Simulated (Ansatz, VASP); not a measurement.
**Ga3As2 in VASP and in Ansatz**

```
Ga As
1.0
     4.09064    0.00000    0.00000
    -2.04532    3.54260    0.00000
     0.00000    0.00000    6.36438
Ga As
3 2
Direct
  0.00000 0.00000 0.00000
  0.33333 0.66667 0.64500
  0.66667 0.33333 0.35500
  0.33333 0.66667 0.24500
  0.66667 0.33333 0.75500
```

Alike in both runs: task single point; functional PBE; k mesh 6 × 6 × 4; occupations gaussian, width 0.1 eV; no spin polarisation.

```csv
,VASP,Ansatz
version,VASP 6.6.1,Ansatz 0.2.0
potentials or method,"VASP PAW PBE potentials, release 64 (Ga_d, As), cutoff 520 eV","scalar-relativistic, plane waves, PAW"
valence electrons in the cell,49,69
```

|  | VASP | Ansatz | Ansatz less VASP |
| --- | --- | --- | --- |
| gap on the k mesh at the Fermi level (eV) | none | none | - |
| pressure (GPa) | 14.9 | 14.6 | -0.25 |
| traceless stress, the component that is largest in VASP (GPa) | -0.80 | -0.82 | -0.018 |
| rms of the force components (eV/Å) | 0.325 | 0.314 | -0.0108 |

Atom by atom the forces differ by 0.011 eV/Å (rms over components). A gap of «none» marks a metal or a gap that the smearing closes. VASP's potentials hold 49 valence electrons a cell and Ansatz's 69, so a difference there can come from the potentials and not from the codes.
